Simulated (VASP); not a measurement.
The system is PbS (Galena).

```
CELL_PARAMETERS angstrom
0.00000 2.98539 2.98539
2.98539 0.00000 2.98539
2.98539 2.98539 0.00000
ATOMIC_POSITIONS crystal
Pb 0.00000 0.00000 0.00000
S 0.50000 0.50000 0.50000
```

Base run:

| Item | Value |
| --- | --- |
| Program | VASP 6.6.1 |
| Functional | revPBE |
| Dispersion | D3(BJ) |
| Potentials or basis | VASP PAW PBE potentials, release 64 (Pb_d, S) |
| Cutoff | 520 eV |
| k mesh | 8 × 8 × 8 |
| Occupations | fermi-dirac, width 0.05 eV |
| Spin | no spin polarisation |

Its results: band gap on the k mesh 0.51 eV, direct; pressure -1.5 GPa.

Task: After a change of settings the same cell gave: band gap on the k mesh 0.54 eV, direct; pressure 0.8 GPa. Which change was it?
A. functional from revPBE to BLYP; dispersion from D3(BJ) to D4
B. functional from revPBE to SVWN5; dispersion from D3(BJ) to none
C. functional from revPBE to r2SCAN; dispersion from D3(BJ) to rVV10
D. functional from revPBE to RPBE; dispersion from D3(BJ) to none

Result: A.

Caveats: the PAW data sets were made with another functional, which shifts forces and pressure a little; spin-orbit coupling is left out, which moves the levels of the heavy elements.
